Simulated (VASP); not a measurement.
## SnSe2: single point with PBE

Crystal: SnSe2.

```
Sn Se
1.0
     3.81100    0.00000    0.00000
    -1.90550    2.92912    0.00000
     0.00000    0.00000    6.13700
Sn Se
1 2
Cartesian
  0.0000 0.0000 0.0000
  0.0000 1.9527 1.5342
  1.9055 0.9764 4.6027
```

This cell differs from its parent crystal: strain -0.1125 x Voigt [0, 1, 0, 0, 0, 0].

```
Program                : VASP 6.6.1
Task                   : single point
Functional             : PBE
Potentials or basis    : VASP PAW PBE potentials, release 64 (Sn_d, Se)
Cutoff                 : 520 eV
k mesh                 : 12 × 12 × 6
Occupations            : gaussian, width 0.05 eV
Spin                   : no spin polarisation
Dipole correction      : no
Further INCAR settings : ALGO = Normal; EDIFF = 1e-06; NBANDS = 20
```

| Item | Value |
| --- | --- |
| Pressure | 18.9 GPa |
| Largest force | 1.938 eV/Å |
| Band gap on the k mesh | 0.08 eV (least direct gap 1.33 eV) |

Forces on the atoms (eV/Å):
```
Sn   0.000  0.000  0.000
Se   0.000  0.531  1.864
Se   0.000 -0.531 -1.864
```

Stress tensor (GPa, compression positive):
```
13.88  0.00  0.00
 0.00 26.66  3.88
 0.00  3.88 16.18
```

Levels at points of the mesh, in eV from the valence-band top:
```
           k point  band 10  band 11  band 12  band 13  band 14  band 15  band 16  band 17
(0.00, 0.00, 0.00)    -1.00    -0.69    -0.24    -0.19     1.79     2.83     4.20     6.12
(0.50, 0.00, 0.00)    -3.99    -2.51    -1.96    -0.18     1.58     4.21     5.11     5.95
(0.00, 0.50, 0.00)    -3.93    -3.48    -1.68    -1.20     0.24     2.75     4.59     4.71
(0.00, 0.00, 0.50)    -1.08    -0.55    -0.54    -0.01     2.82     3.24     3.96     5.90
(0.50, 0.00, 0.50)    -2.98    -2.23    -1.32    -0.55     0.82     3.71     4.76     5.16
(0.00, 0.50, 0.50)    -3.77    -2.70    -1.62    -1.49     0.30     3.40     4.30     5.21
```

Run time: 6.7 min on 1 thread of Intel Xeon 8259CL (shared host), peak memory 0.43 GiB.

Caveat: the cell differs from its parent crystal (strain -0.1125 x Voigt [0, 1, 0, 0, 0, 0]); the cell stands under pressure; spin-orbit coupling is left out, which moves the levels of the heavy elements; this functional lacks dispersion, which binds the layers, so the pressure and a relaxed spacing across them are unreliable; forces of over 1 eV/Å act on the atoms, so gaps and moduli don't describe the material at rest. A k mesh can miss the band edges.
